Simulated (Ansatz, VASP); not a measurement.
**Hf: VASP beside Ansatz**

Contents of POSCAR:

```
Hf
1.0
    3.1967000000      0.0000000000      0.0000000000
   -1.5983500000      2.7684234083      0.0000000000
    0.0000000000      0.0000000000      5.0578000000
Hf
2
Direct
    0.6666666667      0.3333333333      0.7500000000
    0.3333333333      0.6666666667      0.2500000000
```

File INCAR.step1:

```
ALGO = Normal
EDIFF = 1E-5
ENCUT = 600
GGA = PE
ISMEAR = -1
LASPH = T
LCHARG = F
LREAL = F
LWAVE = T
NBANDS = 17
NELM = 60
PREC = Accurate
SIGMA = 0.05
```

The input INCAR.step2:

```
AEXX = 0.25
ALGO = Normal
EDIFF = 1E-6
EDIFFG = -0.01
ENCUT = 600
GGA = PS
HFSCREEN = 0.207
IBRION = 2
ISIF = 3
ISMEAR = -1
ISTART = 1
LASPH = T
LCHARG = F
LHFCALC = T
LREAL = F
LWAVE = F
NELM = 60
NSW = 60
PREC = Accurate
PRECFOCK = Normal
SIGMA = 0.05
```

Contents of KPOINTS:

```
k-points
0
Gamma
  5 5 3
```

input.yaml

```yaml
crystal:
  lattice:
    - [3.1967, 0.0, 0.0]
    - [-1.59835, 2.7684234083, 0.0]
    - [0.0, 0.0, 5.0578]
  atoms:
    - { symbol: Hf, position: [0.6666666667, 0.3333333333, 0.75] }
    - { symbol: Hf, position: [0.3333333333, 0.6666666667, 0.25] }
hamiltonian:
  xc:
    exchange: hjs_pbesol
    correlation: pbesol
    exx: { coeff: 0.25, omega: 0.207 }
  pseudopotentials: { kind: paw }
kpoints:
  mp_grid: { grid: [5, 5, 3] }
scf:
  occupations: { method: fermi_dirac, width: 0.05 }
output:
  forces: true
  stress: true
relax:
  f_tol: 0.01
  max_steps: 40
  cell: { stress_tol: 0.05 }
```

Alike in both runs: task relaxation of cell and atoms; functional PBEsol-based screened hybrid with a share of 0.25 of exact exchange and HFSCREEN = 0.207; k mesh 5 × 5 × 3; occupations fermi-dirac, width 0.05 eV; no spin polarisation.

|  | VASP | Ansatz |
| --- | --- | --- |
| version | VASP 6.6.1 | Ansatz 0.2.0 |
| potentials or method | VASP PAW PBE potentials, release 64 (Hf_pv) | Ansatz PAW |
| plane-wave cutoff (eV) | 600 | 420 |
| valence electrons in the cell | 20 | 52 |

Ansatz gave:

| Item | Value |
| --- | --- |
| gap on the k mesh at the Fermi level, each at its own relaxed structure (eV) | none |
| relaxed volume (Å³/atom) | 21.87 |
| relaxed length of the cell vector where the two differ most in proportion (Å) | 4.921 |

Question: Estimate VASP's values.

Answer: gap on the k mesh at the Fermi level, each at its own relaxed structure (eV): none; relaxed volume (Å³/atom): 21.50; relaxed length of the cell vector where the two differ most in proportion (Å): 4.888.

VASP's potentials were made for PBE, not for PBEsol-based screened hybrid. A gap of «none» marks a metal or a gap that the smearing closes. VASP's potentials hold 20 valence electrons a cell and Ansatz's 52, so a difference there can come from the potentials and not from the codes.

The k mesh is coarse, so the values compare programs but aren't converged. Neither program's run includes spin-orbit coupling. Noted on Ansatz's run: the plane-wave basis is chosen anew once the cell has moved, so the energies of steps on either side of that aren't comparable.
